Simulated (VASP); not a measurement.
YGaC2N2: single point with PBE

The system is YGaC2N2.

```
Y Ga C N
1.0
     3.28004   -1.67396    0.00000
     3.28004    1.67396    0.00000
    -0.39207    0.00000    7.32385
Y Ga C N
1 1 2 2
Direct
  0.00000 0.00000 0.50000
  0.00000 0.00000 0.00000
  0.58757 0.58757 0.17941
  0.41243 0.41243 0.82059
  0.67990 0.67990 0.33585
  0.32010 0.32010 0.66415
```

| Item | Value |
| --- | --- |
| Program | VASP 6.6.1 |
| Task | single point |
| Functional | PBE |
| Potentials or basis | VASP PAW PBE potentials, release 64 (Y_sv, Ga_d, C, N) |
| Cutoff | 520 eV |
| k mesh | 6 × 6 × 4 |
| Occupations | gaussian, width 0.1 eV |
| Spin | collinear spin, ferromagnetic start |
| Starting moments | [0.0, 0.0, 1.0, 1.0, 1.0, 1.0] μB |

| Item | Value |
| --- | --- |
| Pressure | 0.2 GPa |
| Largest force | 0.149 eV/Å |
| Band gap on the k mesh | zero (filled and empty bands overlap) |
| Net moment | 0.00 μB per cell |
| Valence electrons inside the program's atomic spheres | Y 9.76; Ga 11.58; C 2.42; N 3.87 |

Forces on the atoms (eV/Å):
```
Y    0.000  0.000  0.000
Ga   0.000  0.000  0.000
C   -0.054  0.000 -0.117
C    0.054  0.000  0.117
N    0.063  0.000  0.136
N   -0.063  0.000 -0.136
```

Stress tensor (GPa, compression positive):
```
-0.06  0.00  0.23
 0.00  0.05  0.00
 0.23  0.00  0.73
```

Levels at points of the mesh, in eV from the Fermi level:
Spin up:
```csv
k point,band 17,band 18,band 19,band 20,band 21,band 22,band 23,band 24,band 25,band 26
"(0.00, 0.00, 0.00)",-4.92,-4.76,-4.56,-0.46,0.59,0.87,1.04,1.40,1.87,3.75
"(0.50, 0.00, 0.00)",-5.91,-5.19,-4.04,-3.76,-0.57,-0.20,1.69,2.00,2.98,3.39
"(0.50, 0.50, 0.00)",-5.26,-5.15,-4.89,-1.06,-0.55,0.57,2.07,2.36,2.62,3.60
"(0.00, 0.00, 0.50)",-5.49,-4.81,-4.50,-0.52,-0.19,0.81,1.38,2.56,2.70,2.86
"(0.50, 0.00, 0.50)",-5.95,-5.17,-3.96,-2.88,-1.82,1.06,1.14,1.70,3.20,4.26
"(0.50, 0.50, 0.50)",-5.54,-4.84,-4.80,-2.24,0.30,0.93,1.86,2.36,2.61,3.62
```
Spin down:
```
           k point  band 19  band 20  band 21  band 22  band 23  band 24
(0.00, 0.00, 0.00)    -4.56    -0.46     0.59     0.87     1.04     1.40
(0.50, 0.00, 0.00)    -4.04    -3.76    -0.57    -0.20     1.69     2.00
(0.50, 0.50, 0.00)    -4.89    -1.06    -0.55     0.57     2.07     2.36
(0.00, 0.00, 0.50)    -4.50    -0.52    -0.19     0.81     1.38     2.56
(0.50, 0.00, 0.50)    -3.96    -2.88    -1.82     1.06     1.14     1.70
(0.50, 0.50, 0.50)    -4.80    -2.24     0.30     0.93     1.86     2.36
```

Wall time 2.4 min on 1 thread of Intel(R) Xeon(R) 6975P-C (Granite Rapids) (shared host), peak memory 0.4 GiB.
